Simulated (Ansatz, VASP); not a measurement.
## One calculation of BaTiO3, two programs

File INCAR:

```
SYSTEM = BaTiO3
PREC = Accurate ; ENCUT = 520
EDIFF = 1E-8 ; ISMEAR = -1
SIGMA = 0.03 ; LREAL = .False.
LASPH = .True. ; NELM = 100
ALGO = Normal ; ISIF = 2
LWAVE = .False. ; LCHARG = .False.
GGA = PS ; LEFG = .True.
NBANDS = 28
```

Contents of KPOINTS:

```
Automatic mesh
0
Gamma
  7 7 7
  0 0 0
```

The input POSCAR:

```
BaTiO3
1.0
    3.9998000000      0.0000000000      0.0000000000
    0.0000000000      3.9998000000      0.0000000000
    0.0000000000      0.0000000000      4.0581800000
Ba Ti O
1 1 3
Direct
    0.0000000000      0.0000000000      0.0000000000
    0.5000000000      0.5000000000      0.5000000000
    0.5000000000      0.5000000000      0.0000000000
    0.5000000000      0.0000000000      0.5000000000
    0.0000000000      0.5000000000      0.5000000000
```

Input for Ansatz:

```yaml
crystal:
  lattice:
    - [3.9998, 0.0, 0.0]
    - [0.0, 3.9998, 0.0]
    - [0.0, 0.0, 4.05818]
  atoms:
    - { symbol: Ba, position: [0.0, 0.0, 0.0] }
    - { symbol: Ti, position: [0.5, 0.5, 0.5] }
    - { symbol: O, position: [0.5, 0.5, 0.0] }
    - { symbol: O, position: [0.5, 0.0, 0.5] }
    - { symbol: O, position: [0.0, 0.5, 0.5] }
kpoints:
  mp_grid: { grid: [7, 7, 7] }
scf:
  occupations: { method: fermi_dirac, width: 0.03 }
hamiltonian:
  xc: pbesol
  pseudopotentials: { kind: all_electron, datasets: crystal }
output:
  forces: true
  stress: true
  eigenvalues: true
  efg: { contact_densities: true }
```

Change from the starting cell: zz strain of +1 %, crystal datasets.

Alike in both runs: task electric field gradients; functional PBEsol; k mesh 7 × 7 × 7; occupations fermi-dirac, width 0.03 eV; no spin polarisation.

```csv
,VASP,Ansatz
version,VASP 6.6.1,Ansatz 0.2.0
potentials or method,"VASP PAW PBE potentials, release 64 (Ba_sv, Ti_sv, O), cutoff 520 eV","all-electron PAW with datasets made for the crystal, scalar-relativistic"
```

|  | VASP | Ansatz | Ansatz less VASP |
| --- | --- | --- | --- |
| gap on the k mesh at the Fermi level (eV) | 1.73 | 1.79 | +0.061 |
| pressure (GPa) | -4.4 | -6.1 | -1.72 |
| traceless stress, the component that is largest in VASP (GPa) | -1.70 | -1.64 | +0.060 |
| size of Vzz on the site where it differs most (V/Å²) | 2.7 | 2.4 | -0.31 |

VASP's potentials were made for PBE, not for PBEsol. Ansatz ran all-electron here, and VASP with PAW potentials.

Neither program's run includes spin-orbit coupling.
